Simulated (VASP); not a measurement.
# BN (F-43m) in VASP: notebook, part 2 of 2

VASP 6.6.1. The steps go on from the part before.

### 3 Single point, PBE

File INCAR:

```
PREC     = Accurate       # precision mode
ENCUT    = 520            # plane-wave cutoff, eV
EDIFF    = 1E-6           # SCF threshold, eV
ISMEAR   = 0              # smearing method
SIGMA    = 0.02           # smearing width, eV
LREAL    = False          # projectors in reciprocal space
LASPH    = True           # aspherical terms in the spheres
NELM     = 60             # most SCF steps
ALGO     = Normal         # electronic algorithm
ISIF     = 2              # what is computed and relaxed
LWAVE    = False          # write WAVECAR
LCHARG   = True           # write CHGCAR
GGA      = PE             # functional
LELF     = True           # ELF
LVHAR    = True         
NBANDS   = 11             # bands
```

File KPOINTS:

```
regular mesh
0
Gamma
  12 12 12
```

File POSCAR:

```
BN
1.0
    0.0000000000      1.8123376925      1.8123376925
    1.8123376925      0.0000000000      1.8123376925
    1.8123376925      1.8123376925      0.0000000000
B N
1 1
Direct
    0.0000000000      0.0000000000      0.0000000000
    0.2500000000      0.2500000000      0.2500000000
```

Potentials or basis: VASP PAW PBE potentials, release 64 (B, N).

Run with:

```sh
$ cat potpaw_PBE.64/B/POTCAR potpaw_PBE.64/N/POTCAR > POTCAR
$ mpirun -np 1 vasp_std > vasp.out
```

OUTCAR:

```text
PREC = Accurate
   ENCUT = 520
   EDIFF = 1E-6
   ISMEAR = 0
   LREAL = False
   LASPH = True
   NELM = 60
   ISIF = 2
   GGA = PE

 ion  position               nearest neighbor table
   1  0.000  0.000  0.000-   2 1.57   2 1.57   2 1.57   2 1.57
   2  0.250  0.250  0.250-   1 1.57   1 1.57   1 1.57   1 1.57

  LATTYP: Found a face centered cubic cell.
 ALAT       =     3.6246753850

  Lattice vectors:

 A1 = (   0.0000000000,   1.8123376925,   1.8123376925)
 A2 = (   1.8123376925,   0.0000000000,   1.8123376925)
[... 513 lines left out ...]
      7      19.4872      0.00000
      8      22.8909      0.00000
      9      28.2598      0.00000
     10      32.5565      0.00000
     11      33.8245      0.00000

 [... further k-points ...]
[... 5 lines left out ...]
  --------------------------------------------------------------------------------------
  -------------------------------------------------------------------------------------
  Total        0.0184302      0.0184302      0.0184302     -0.0000000      0.0000000      0.0000000
  in kB        2.4802349      2.4802349      2.4802349     -0.0000000      0.0000000      0.0000000
  external PRESSURE =       2.4802349 kB  Pullay stress =       0.0000000 kB

 VOLUME and BASIS-vectors are now :
 -----------------------------------------------------------------------------
  energy-cutoff  :      520.00
  volume of cell :       11.91
      direct lattice vectors                 reciprocal lattice vectors
     0.000000000  1.812337693  1.812337693    -0.275886774  0.275886774  0.275886774
     1.812337693  0.000000000  1.812337693     0.275886774 -0.275886774  0.275886774
     1.812337693  1.812337693  0.000000000     0.275886774  0.275886774 -0.275886774

 POSITION                                       TOTAL-FORCE (eV/Angst)
 -----------------------------------------------------------------------------------
      0.00000      0.00000      0.00000        -0.000000      0.000000     -0.000000
      0.90617      0.90617      0.90617         0.000000     -0.000000      0.000000
 -----------------------------------------------------------------------------------
    total drift:                                0.000000      0.000000      0.000000

  FREE ENERGIE OF THE ION-ELECTRON SYSTEM (eV)
  ---------------------------------------------------
  free  energy   TOTEN  =       -17.4510123954 eV

  energy  without entropy=      -17.4510123954  energy(sigma->0) =      -17.45101240
```

OSZICAR:

```text
N       E                     dE             d eps       ncg     rms          rms(c)
DAV:   1     0.111446996154E+02    0.11145E+02   -0.50417E+03  1608   0.724E+02
DAV:   2    -0.178587628406E+02   -0.29003E+02   -0.28171E+02  1923   0.166E+02
DAV:   3    -0.184031055441E+02   -0.54434E+00   -0.54343E+00  1866   0.196E+01
DAV:   4    -0.184037680864E+02   -0.66254E-03   -0.66253E-03  1698   0.761E-01
DAV:   5    -0.184037686890E+02   -0.60266E-06   -0.60270E-06  1842   0.228E-02    0.666E+00
DAV:   6    -0.175342661879E+02    0.86950E+00   -0.29479E+00  1665   0.988E+00    0.324E+00
DAV:   7    -0.174648220132E+02    0.69444E-01   -0.10058E-01  1773   0.263E+00    0.191E+00
DAV:   8    -0.174507483612E+02    0.14074E-01   -0.35230E-02  1766   0.136E+00    0.188E-01
DAV:   9    -0.174509187947E+02   -0.17043E-03   -0.98371E-04  1665   0.258E-01    0.828E-02
DAV:  10    -0.174510070210E+02   -0.88226E-04   -0.12353E-04  1718   0.948E-02    0.150E-02
DAV:  11    -0.174510123756E+02   -0.53545E-05   -0.95193E-06  1815   0.252E-02    0.106E-02
DAV:  12    -0.174510123954E+02   -0.19843E-07   -0.16044E-06   978   0.872E-03
   1 F= -.17451012E+02 E0= -.17451012E+02  d E =-.106880E-15
```

Wall time 3.8 s (1 thread of Intel Xeon 6975P-C (Granite Rapids), shared host); peak memory 0.12 GiB.

Results:

```
Free energy            : -17.4510 eV
Pressure               : 0.2 GPa
Band gap on the k mesh : 4.45 eV, indirect (least direct gap 8.78 eV)
```

A k mesh can miss the band edges.
